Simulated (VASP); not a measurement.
Wanted: the native input for a VASP 6.6.1 run.

| Property | Result |
| --- | --- |
| Task | single point |
| Functional | PBE |
| Potentials or basis | VASP PAW PBE potentials, release 64 (Eu, Ni) |
| Cutoff | 520 eV |
| k mesh | 8 × 8 × 8 |
| Occupations | gaussian, width 0.05 eV |
| Spin | collinear spin |
| Starting moments | [7.46, -0.45, -0.45, -0.45] μB |
| Hubbard terms | Eu f U = 6.0 eV |
| Dipole correction | no |
| Further INCAR settings | ALGO = Normal; EDIFF = 1e-07; NBANDS = 36 |

The structure of EuNi3 lies in POSCAR:

```
EuNi3
1.0
    3.9832900897      0.0000000000      0.0000000000
    0.0000000000      3.9832900897      0.0000000000
    0.0000000000      0.0000000000      3.9832900897
Eu Ni
1 3
Direct
    0.0000000000      0.0000000000      0.0000000000
    0.0000000000      0.5000000000      0.5000000000
    0.5000000000      0.5000000000      0.0000000000
    0.5000000000      0.0000000000      0.5000000000
```

These files were run (other wordings do the same):

INCAR

```
PREC = Accurate ; ENCUT = 520
EDIFF = 1E-7 ; ISMEAR = 0
SIGMA = 0.05 ; LREAL = F
LASPH = T ; NELM = 150
ALGO = Normal ; ISIF = 2
LWAVE = F ; LCHARG = T
ISPIN = 2 ; MAGMOM = 7.46 -0.45 -0.45 -0.45
LORBIT = 11 ; LMAXMIX = 6
LDAU = T ; LDAUTYPE = 2
LDAUL = 3 -1 ; LDAUU = 6 0
LDAUJ = 0 0 ; LDAUPRINT = 1
GGA = PE ; LELF = T
LVHAR = T ; NBANDS = 36
```

KPOINTS

```
Automatic mesh
0
Gamma
  8 8 8
```

Potentials or basis: VASP PAW PBE potentials, release 64 (Eu, Ni).

Command:

```bash
$ cat potpaw_PBE.64/Eu/POTCAR potpaw_PBE.64/Ni/POTCAR > POTCAR
$ mpirun -np 1 vasp_std > vasp.out
```

It gave:

| Item | Value |
| --- | --- |
| Pressure | -2.1 GPa |
| Net moment | 5.92 μB per cell |
| Site moments | Eu +6.66; Ni -0.39 μB |
| Valence electrons inside the program's atomic spheres | Eu 15.05; Ni 9.10 |

It took 2.9 min on 1 thread of Intel(R) Xeon(R) Platinum 8488C (Sapphire Rapids), with other jobs on the host, peak memory 0.29 GiB.
